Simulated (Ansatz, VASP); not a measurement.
**NiH6: VASP beside Ansatz**

INCAR

```
SYSTEM = NiH6
  PREC = Accurate
  ENCUT = 600
  EDIFF = 1E-6
  ISMEAR = 0
  SIGMA = 0.1
  LREAL = .False.
  LASPH = .True.
  NELM = 60
  ALGO = Normal
  ISIF = 3
  LWAVE = .False.
  LCHARG = .False.
  GGA = PE
  IBRION = 2
  NSW = 100
  EDIFFG = -0.01
```

KPOINTS

```
regular mesh
0
Gamma
  10 10 10
  0 0 0
```

Contents of POSCAR:

```
NiH6
1.0
    3.6704287058      0.0000000000      0.0000000000
    0.0000000000      3.6704287058      0.0000000000
    0.0000000000      0.0000000000      3.6704287058
Ni H
1 6
Direct
    0.0000000000      0.0000000000      0.0000000000
    0.5000000000      0.5000000000      0.1052335378
    0.5000000000      0.5000000000      0.8947664622
    0.1052335378      0.5000000000      0.5000000000
    0.8947664622      0.5000000000      0.5000000000
    0.5000000000      0.1052335378      0.5000000000
    0.5000000000      0.8947664622      0.5000000000
```

Input for Ansatz:

```yaml
crystal:
  lattice:
    - [3.6704287058, 0.0, 0.0]
    - [0.0, 3.6704287058, 0.0]
    - [0.0, 0.0, 3.6704287058]
  atoms:
    - { symbol: Ni, position: [0.0, 0.0, 0.0] }
    - { symbol: H, position: [0.5, 0.5, 0.1052335378] }
    - { symbol: H, position: [0.5, 0.5, 0.8947664622] }
    - { symbol: H, position: [0.1052335378, 0.5, 0.5] }
    - { symbol: H, position: [0.8947664622, 0.5, 0.5] }
    - { symbol: H, position: [0.5, 0.1052335378, 0.5] }
    - { symbol: H, position: [0.5, 0.8947664622, 0.5] }
basis:
  ecutwfc: 420
kpoints:
  mp_grid: { grid: [10, 10, 10] }
hamiltonian:
  xc: pbe
scf:
  occupations: { method: gaussian, width: 0.1 }
output:
  forces: true
  stress: true
  eigenvalues: true
  write_density: true
  write_potential: true
  elf: true
  volumetric_format: npy
relax:
  adjacent_minimum: "off"
  f_tol: 0.01
  max_steps: 80
  cell: { stress_tol: 0.05 }
```

Change from the starting cell: species swapped into the ErB6 type (Pm-3m, No. 221).

Alike in both runs: task relaxation of cell and atoms; functional PBE; k mesh 10 × 10 × 10; occupations gaussian, width 0.1 eV; no spin polarisation.

```csv
,VASP,Ansatz
version,VASP 6.6.1,Ansatz 0.2.0
potentials or method,"VASP PAW PBE potentials, release 64 (Ni, H), cutoff 600 eV","scalar-relativistic, plane waves, PAW"
valence electrons in the cell,16,24
```

|  | VASP | Ansatz | Ansatz less VASP |
| --- | --- | --- | --- |
| gap on the k mesh at the Fermi level, each at its own relaxed structure (eV) | none | none | - |
| relaxed volume (Å³/atom) | 7.05 | 6.92 | -0.127 |
| relaxed cell length with the largest relative difference (Å) | 3.668 | 3.646 | -0.0221 |

A gap of «none» marks a metal or a gap that the smearing closes. VASP's potentials hold 16 valence electrons a cell and Ansatz's 24, so a difference there can come from the potentials and not from the codes.
